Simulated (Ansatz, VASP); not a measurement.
**One calculation of CuPd, two programs**

```
CELL_PARAMETERS angstrom
3.00779 0.00000 0.00000
0.00000 3.00779 0.00000
0.00000 0.00000 3.00779
ATOMIC_POSITIONS crystal
Cu 0.00000 0.00000 0.00000
Pd 0.50000 0.50000 0.50000
```

Change from the starting cell: volume scaled by 1.02.

Alike in both runs: task single point; functional PBEsol; k mesh 14 × 14 × 14; occupations fermi-dirac, width 0.05 eV; no spin polarisation.

|  | VASP | Ansatz |
| --- | --- | --- |
| version | VASP 6.6.1 | Ansatz 0.2.0 |
| potentials or method | VASP PAW PBE potentials, release 64 (Cu, Pd), cutoff 520 eV | all-electron LAPW, scalar-relativistic |

|  | VASP | Ansatz | Ansatz less VASP |
| --- | --- | --- | --- |
| pressure (GPa) | -7.4 | -7.6 | -0.24 |

VASP's potentials were made for PBE, not for PBEsol. Ansatz ran all-electron here, and VASP with PAW potentials.
